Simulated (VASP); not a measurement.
Here is a VASP 6.6.1 calculation.

The input INCAR:

```
  PREC = Accurate
  ENCUT = 520
  EDIFF = 1E-6
  ISMEAR = 0
  SIGMA = 0.1
  LREAL = F
  LASPH = T
  NELM = 100
  ALGO = Normal
  ISIF = 2
  LWAVE = F
  LCHARG = T
  GGA = PS
  LELF = T
  LVHAR = T
  NBANDS = 43
```

File KPOINTS:

```
regular mesh
0
Gamma
  8 8 8
```

File POSCAR:

```
Pb2O
1.0
    5.1775160465      0.0000000000      0.0000000000
    0.0000000000      5.1775160465      0.0000000000
    0.0000000000      0.0000000000      5.1775160465
Pb O
4 2
Direct
    0.2500000000      0.2500000000      0.2500000000
    0.7500000000      0.7500000000      0.2500000000
    0.2500000000      0.7500000000      0.7500000000
    0.7500000000      0.2500000000      0.7500000000
    0.0000000000      0.0000000000      0.0000000000
    0.5000000000      0.5000000000      0.5000000000
```

Potentials or basis: VASP PAW PBE potentials, release 64 (Pb_d, O).

The run is started by

```console
$ cat potpaw_PBE.64/Pb_d/POTCAR potpaw_PBE.64/O/POTCAR > POTCAR
$ mpirun -np 1 vasp_std > vasp.out
```

Q: What does it give for the band gap on the k mesh?

A: Zero (bands 34 and 35 overlap by 0.88 eV).

Q: What does it give for the pressure?

A: 8.1 GPa.

Caveat: the cell stands under pressure; the PAW data sets were made with another functional, which shifts forces and pressure a little; spin-orbit coupling is left out, which moves the levels of the heavy elements.
